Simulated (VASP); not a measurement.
# MnO2 (R-3m) in VASP: further runs

Aim: see how the results for MnO2 move with the level of theory and the settings. Levels: PBE, PBEsol, revPBE. Tasks: single point.

Program: VASP 6.6.1. These are calculated values, not measurements. Logs are shortened: lines on timing, memory, paths and dates and some standing lists are left out, and cuts for length are marked.

### Step 1. The cell of the first run

It takes space group R-3m (No. 166, trigonal). The conventional cell has a = 2.857 Å, b = 2.857 Å, c = 13.752 Å, α = 90.00°, β = 90.00°, γ = 120.00°. Within 2.5 Å of Mn (site symmetry -3m) lie 6 O at 1.90 Å. O (site symmetry 3m) has 3 Mn at 1.90 Å within 2.5 Å.

### Step 2. Single point, PBE, collinear spin, ferromagnetic start

INCAR

```
ALGO = Normal ; EDIFF = 1E-7
ENCUT = 520 ; GGA = PE
ISIF = 2 ; ISMEAR = 0
ISPIN = 2 ; LASPH = T
LCHARG = T ; LELF = T
LMAXMIX = 4 ; LORBIT = 11
LREAL = F ; LVHAR = T
LWAVE = F ; MAGMOM = 4 0 0
NBANDS = 24 ; NELM = 150
PREC = Accurate ; SIGMA = 0.1
```

KPOINTS

```
k-points
0
Gamma
  6 6 6
```

POSCAR

```
MnO2
1.0
    1.4284348394      0.8247072390      4.5839315268
   -1.4284348394      0.8247072390      4.5839315268
    0.0000000000     -1.6494144781      4.5839315268
Mn O
1 2
Direct
    0.0000000000      0.0000000000      0.0000000000
    0.2643644900      0.2643644900      0.2643644900
    0.7356355100      0.7356355100      0.7356355100
```

Potentials or basis: VASP PAW PBE potentials, release 64 (Mn_pv, O).

Started as:

```
cat potpaw_PBE.64/Mn_pv/POTCAR potpaw_PBE.64/O/POTCAR > POTCAR
mpirun -np 1 vasp_std > vasp.out
```

OUTCAR:

```text
EDIFF = 1E-7
   ENCUT = 520
   GGA = PE
   ISIF = 2
   ISMEAR = 0
   ISPIN = 2
   LASPH = T
   LORBIT = 11
   LREAL = F
   NELM = 150
   PREC = Accurate

 ion  position               nearest neighbor table
   1  0.000  0.000  0.000-   3 1.90   2 1.90   3 1.90   3 1.90   2 1.90   2 1.90
   2  0.264  0.264  0.264-   1 1.90   1 1.90   1 1.90
   3  0.736  0.736  0.736-   1 1.90   1 1.90   1 1.90

  LATTYP: Found a trigonal (rhomboedric) cell.
 ALAT       =     4.8716523237
 COS(alpha) =     0.8280515398

  Lattice vectors:

 A1 = (   1.4284348394,   0.8247072390,   4.5839315268)
 A2 = (  -1.4284348394,   0.8247072390,   4.5839315268)
 A3 = (   0.0000000000,  -1.6494144781,   4.5839315268)

Analysis of symmetry for initial positions (statically):
=====================================================================
 Subroutine PRICEL returns:
 Original cell was already a primitive cell.

 Routine SETGRP: Setting up the symmetry group for a
 trigonal (rhombohedral) supercell.

 Subroutine GETGRP returns: Found 12 space group operations
 (whereof 12 operations were pure point group operations)
 out of a pool of 12 trial point group operations.

The static configuration has the point symmetry D_3d.

Analysis of symmetry for dynamics (positions and initial velocities):
=====================================================================
 Subroutine PRICEL returns:
 Original cell was already a primitive cell.

 Routine SETGRP: Setting up the symmetry group for a
 trigonal (rhombohedral) supercell.

 Subroutine GETGRP returns: Found 12 space group operations
 (whereof 12 operations were pure point group operations)
 out of a pool of 12 trial point group operations.

The dynamic configuration has the point symmetry D_3d.

Analysis of structural, dynamic, and magnetic symmetry:
=====================================================================
 Subroutine PRICEL returns:
 Original cell was already a primitive cell.

 Routine SETGRP: Setting up the symmetry group for a
 trigonal (rhombohedral) supercell.

 Subroutine GETGRP returns: Found 12 space group operations
 (whereof 12 operations were pure point group operations)
 out of a pool of 12 trial point group operations.

The overall configuration has the point symmetry D_3d.

 Subroutine INISYM returns: Found 12 space group operations
 (whereof 12 operations are pure point group operations),
 and found     1 'primitive' translations

----------------------------------------------------------------------------------------

                                     Primitive cell

  volume of cell :      32.4003

  direct lattice vectors                    reciprocal lattice vectors
     1.428434839  0.824707239  4.583931527     0.350033468  0.202091917  0.072717782
    -1.428434839  0.824707239  4.583931527    -0.350033468  0.202091917  0.072717782
     0.000000000 -1.649414478  4.583931527     0.000000000 -0.404183833  0.072717782

  length of vectors
     4.871652324  4.871652324  4.871652324     0.410673163  0.410673163  0.410673163

  position of ions in fractional coordinates (direct lattice)
     0.000000000  0.000000000  0.000000000
     0.264364490  0.264364490  0.264364490
     0.735635510  0.735635510  0.735635510

  ion indices of the primitive-cell ions
   primitive index   ion index
                 1           1
                 2           2
                 3           3

----------------------------------------------------------------------------------------

 KPOINTS: k-points

Automatic generation of k-mesh.
 Grid dimensions read from file:
 generate k-points for:    6    6    6

 Generating k-lattice:

  Cartesian coordinates                     Fractional coordinates (reciprocal lattice)
     0.058338911  0.033681986  0.012119630     0.166666667 -0.000000000 -0.000000000
    -0.058338911  0.033681986  0.012119630    -0.000000000  0.166666667 -0.000000000
     0.000000000 -0.067363972  0.012119630    -0.000000000 -0.000000000  0.166666667

  Length of vectors
     0.068445527  0.068445527  0.068445527

  Shift w.r.t. Gamma in fractional coordinates (k-lattice)
     0.000000000  0.000000000  0.000000000

 Subroutine IBZKPT returns following result:
 ===========================================

 Found     32 irreducible k-points:

 Following reciprocal coordinates:
            Coordinates               Weight
  0.000000  0.000000  0.000000      1.000000
  0.166667 -0.000000 -0.000000      6.000000
  0.333333  0.000000 -0.000000      6.000000
  0.500000  0.000000 -0.000000      3.000000
  0.166667  0.166667 -0.000000      6.000000
  0.333333  0.166667 -0.000000     12.000000
[... 16 lines left out ...]
  0.500000  0.500000  0.166667      6.000000
 -0.333333  0.500000  0.166667     12.000000
 [... further k-points ...]
   k-points           NKPTS =     32   k-points in BZ     NKDIM =     32   number of bands    NBANDS=     24
   number of dos      NEDOS =    301   number of ions     NIONS =      3
   total plane-waves  NPLWV =  46656
   dimension x,y,z NGX =    36 NGY =   36 NGZ =   36
   dimension x,y,z NGXF=    72 NGYF=   72 NGZF=   72
   ions per type =               1   2
   NGX,Y,Z   is equivalent  to a cutoff of  12.29, 12.29, 12.29 a.u.
   NGXF,Y,Z  is equivalent  to a cutoff of  24.57, 24.57, 24.57 a.u.
 SYSTEM =  unknown system
   PREC   = accura    normal or accurate (medium, high low for compatibility)
   ISTART =      0    job   : 0-new  1-cont  2-samecut
   ICHARG =      2    charge: 1-file 2-atom 10-const
   ISPIN  =      2    spin polarized calculation?
   LNONCOLLINEAR =      F non collinear calculations
   LSORBIT =      F    spin-orbit coupling
   LASPH  =      T    aspherical Exc in radial PAW
   ENCUT  =  520.0 eV  38.22 Ry    6.18 a.u.   9.06  9.06  9.06*2*pi/ulx,y,z
   NELM   =    150;   NELMIN=  2; NELMDL= -5     # of ELM steps
   EDIFF  = 0.1E-06   stopping-criterion for ELM
   LREAL  =      F    real-space projection
   EDIFFG = 0.1E-05   stopping-criterion for IOM
   NSW    =      0    number of steps for IOM
   IBRION =     -1    ionic relax: 0-MD 1-quasi-New 2-CG
   NFREE  =      0    steps in history (QN), initial steepest desc. (CG)
   ISIF   =      2    stress and relaxation
   ISYM   =      2    0-nonsym 1-usesym 2-fastsym
   POTIM  = 0.5000    time-step for ionic-motion
   TEBEG  =    0.0;   TEEND  =   0.0 temperature during run
   PSTRESS=    0.0 pullay stress
   NELECT =      25.0000    total number of electrons
   NUPDOWN=      -1.0000    fix difference up-down
   EMIN   =  10.00;   EMAX   =-10.00  energy-range for DOS
   EFERMI =   0.00;   METHOD = LEGACY
   ISMEAR =     0;   SIGMA  =   0.10  broadening in eV -4-tet -1-fermi 0-gaus
   EFERMI_NEDOS =   21; number of points for ismear=-14 and -15
   IALGO  =     38    algorithm
   IMIX   =      4    mixing-type and parameters
     AMIX     =   0.40;   BMIX     =  1.00
     AMIX_MAG =   1.60;   BMIX_MAG =  1.00
  volume/ion in A,a.u.               =      10.80        72.88
  Fermi-wavevector in a.u.,A,eV,Ry     =   1.501545  2.837508 30.676196  2.254637
  Thomas-Fermi vector in A             =   2.612902
   LORBIT       =     11    0 simple, 1 ext, 2 COOP (PROOUT), +10 PAW based schemes
   GGA     = PE    functional components
   LHFCALC =     F    Hartree Fock is set to
   AEXX    =    0.0000 exact exchange contribution
   IVDW    =     0    specifies the selected vdW correction
   LEPSILON=     F    determine dielectric tensor
   LRPA    =     F    only Hartree local field effects (RPA)
 spin polarized calculation
 Gauss-broadening in eV      SIGMA  =   0.10
  energy-cutoff  :      520.00
  volume of cell :       32.40
 maximum number of plane-waves:       888
   NGX = 19   NGY = 19   NGZ = 19

 number of electron      25.0000008 magnetization       3.0000821

 Free energy of the ion-electron system (eV)
  ---------------------------------------------------
  ext. energy  EPLUGINS =         0.00000000
  ---------------------------------------------------
  free energy    TOTEN  =       -23.80556305 eV

  energy without entropy =      -23.80556305  energy(sigma->0) =      -23.80556305

 E-fermi :   3.6801     XC(G=0): -10.8311

 val. band max:        3.2389377310   @ k =   0.5000   0.3333   0.3333
 cond. band min:       4.0998454300   @ k =   0.0000   0.0000   0.0000
 fundamental gap:      0.8609076990
 Fermi energy:         3.6801042768

 spin component 1

 k-point     1 :       0.0000    0.0000    0.0000
  band No.  band energies     occupation
      1     -47.0482      1.00000
      2     -47.0482      1.00000
      3     -47.0433      1.00000
      4     -16.3472      1.00000
      5     -14.0151      1.00000
      6      -3.0491      1.00000
[... 16 lines left out ...]
     23      26.4266      0.00000
     24      26.4266      0.00000
[... 598 lines left out ...]
      2     -47.1057      1.00000
      3     -47.0168      1.00000
      4     -14.7323      1.00000
      5     -14.5083      1.00000
      6      -3.2215      1.00000
[... 16 lines left out ...]
     23      24.6132      0.00000
     24      25.8440      0.00000

 [... further k-points ...]

 spin component 2

 k-point     1 :       0.0000    0.0000    0.0000
  band No.  band energies     occupation
      1     -43.9877      1.00000
      2     -43.9877      1.00000
      3     -43.8176      1.00000
      4     -16.1940      1.00000
      5     -13.9031      1.00000
      6      -2.1855      1.00000
[... 16 lines left out ...]
     23      27.1016      0.00000
     24      27.1016      0.00000
[... 598 lines left out ...]
      2     -44.0549      1.00000
      3     -43.7839      1.00000
      4     -14.5958      1.00000
      5     -14.3753      1.00000
      6      -2.5177      1.00000
[... 16 lines left out ...]
     23      25.2430      0.00000
     24      26.2377      0.00000

 [... further k-points ...]
[... 5 lines left out ...]
  --------------------------------------------------------------------------------------
  -------------------------------------------------------------------------------------
  Total        1.3198331      1.3198331      1.0226884      0.0000000     -0.0000000      0.0000000
  in kB       65.2649442     65.2649442     50.5713197      0.0000000     -0.0000000      0.0000000
  external PRESSURE =      60.3670694 kB  Pullay stress =       0.0000000 kB

 VOLUME and BASIS-vectors are now :
 -----------------------------------------------------------------------------
  energy-cutoff  :      520.00
  volume of cell :       32.40
      direct lattice vectors                 reciprocal lattice vectors
     1.428434839  0.824707239  4.583931527     0.350033468  0.202091917  0.072717782
    -1.428434839  0.824707239  4.583931527    -0.350033468  0.202091917  0.072717782
     0.000000000 -1.649414478  4.583931527     0.000000000 -0.404183833  0.072717782

 POSITION                                       TOTAL-FORCE (eV/Angst)
 -----------------------------------------------------------------------------------
      0.00000      0.00000      0.00000        -0.000000      0.000000      0.000000
      0.00000     -0.00000      3.63549         0.000000      0.000000     -0.305447
      0.00000     -0.00000     10.11631         0.000000     -0.000000      0.305447
 -----------------------------------------------------------------------------------
    total drift:                                0.000000     -0.000000      0.000000

  FREE ENERGIE OF THE ION-ELECTRON SYSTEM (eV)
  ---------------------------------------------------
  free  energy   TOTEN  =       -23.8055630467 eV

  energy  without entropy=      -23.8055630467  energy(sigma->0) =      -23.80556305

 total charge

# of ion       s       p       d       tot
------------------------------------------
    1        0.356   6.468   4.924  11.748
    2        1.583   3.418   0.000   5.000
    3        1.583   3.418   0.000   5.000
--------------------------------------------------
tot          3.521  13.304   4.924  21.749

 magnetization (x)

# of ion       s       p       d       tot
------------------------------------------
    1        0.031   0.039   2.766   2.836
    2        0.004   0.040   0.000   0.043
    3        0.004   0.040   0.000   0.043
--------------------------------------------------
tot          0.038   0.119   2.766   2.923
```

Wall time 89 s (1 thread of Intel Xeon Platinum 8259CL at 2.50GHz (Skylake/Cascade Lake), shared host); peak memory 0.25 GiB.

Results:

| Property | Result |
| --- | --- |
| Free energy | -23.8056 eV |
| Pressure | 6.0 GPa |
| Largest force | 0.305 eV/Å |
| Band gap on the k mesh | 0.86 eV, indirect (least direct gap 0.91 eV) |
| Net moment | 3.00 μB per cell |
| Site moments | Mn +2.84; O +0.04 μB |
| Valence electrons inside the program's atomic spheres | Mn 11.75; O 5.00 |

Forces on the atoms (eV/Å):
```
Mn   0.000  0.000  0.000
O    0.000  0.000 -0.305
O    0.000  0.000  0.305
```

Stress tensor (GPa, compression positive):
```
6.53 0.00 0.00
0.00 6.53 0.00
0.00 0.00 5.06
```

Caveat: the k points lie up to 0.43 Å⁻¹ apart; a cell with one magnetic atom can't hold antiferromagnetic order, which such compounds often take. A k mesh can miss the band edges.

(Part 1 of 4 ends here.)
